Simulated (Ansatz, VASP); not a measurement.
## Two plane-wave programs on CsBe3Ag

```xyz
5
Lattice="4.7192 0.0000 0.0000 0.0000 4.7192 0.0000 0.0000 0.0000 4.7192" Properties=species:S:1:pos:R:3 pbc="T T T"
Cs    2.3596    2.3596    2.3596
Be    2.3596    0.0000    0.0000
Be    0.0000    0.0000    2.3596
Be    0.0000    2.3596    0.0000
Ag    0.0000    0.0000    0.0000
```

Change from the starting cell: species swapped into the CsInCl3 type (Fm-3m, No. 225).

Alike in both runs: functional PBE; k mesh 8 × 8 × 8; occupations gaussian, width 0.1 eV; no spin polarisation.

Ansatz relaxed the structure, and its values are those at the end. VASP's run is a single point on that final structure, the one shown.

|  | VASP | Ansatz |
| --- | --- | --- |
| version | VASP 6.6.1 | Ansatz 0.2.0 |
| potentials or method | VASP PAW PBE potentials, release 64 (Cs_sv, Be, Ag), cutoff 520 eV | scalar-relativistic, plane waves, PAW |
| valence electrons in the cell | 26 | 34 |

|  | VASP | Ansatz | Ansatz less VASP |
| --- | --- | --- | --- |
| gap on the k mesh at the Fermi level (eV) | none | none | - |
| pressure (GPa) | 0.1 | 0.0 | -0.05 |

A gap of «none» marks a metal or a gap that the smearing closes. VASP's potentials hold 26 valence electrons a cell and Ansatz's 34, so a difference there can come from the potentials and not from the codes.

Neither program's run includes spin-orbit coupling.
